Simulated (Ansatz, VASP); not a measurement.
**ZrO2 in VASP and in Ansatz**

```
Zr O
1.0
     3.59610    0.00000    0.00000
     0.00000    3.59610    0.00000
     0.00000    0.00000    5.17700
Zr O
2 4
Direct
  0.00000 0.00000 0.00000
  0.50000 0.50000 0.50000
  0.00000 0.50000 0.20119
  0.00000 0.50000 0.70119
  0.50000 0.00000 0.29881
  0.50000 0.00000 0.79881
```

Alike in both runs: functional PBE; k mesh 8 × 8 × 6; occupations fermi-dirac, width 0.02 eV; no spin polarisation.

Ansatz relaxed the structure, and its values are those at the end. VASP's run is a single point on that final structure, the one shown.

|  | VASP | Ansatz |
| --- | --- | --- |
| version | VASP 6.6.1 | Ansatz 0.2.0 |
| potentials or method | VASP PAW PBE potentials, release 64 (Zr_sv, O) | plane-wave PAW, scalar-relativistic |
| plane-wave cutoff (eV) | 600 | 420 |
| valence electrons in the cell | 48 | 48 |

|  | VASP | Ansatz | Ansatz less VASP |
| --- | --- | --- | --- |
| gap on the k mesh at the Fermi level (eV) | 4.01 | 4.02 | +0.007 |
| pressure (GPa) | 5.8 | 5.7 | -0.13 |
| rms of the force components (eV/Å) | 0.008 | 0.000 | -0.0080 |

Ansatz's warnings: stress scf threshold loose.
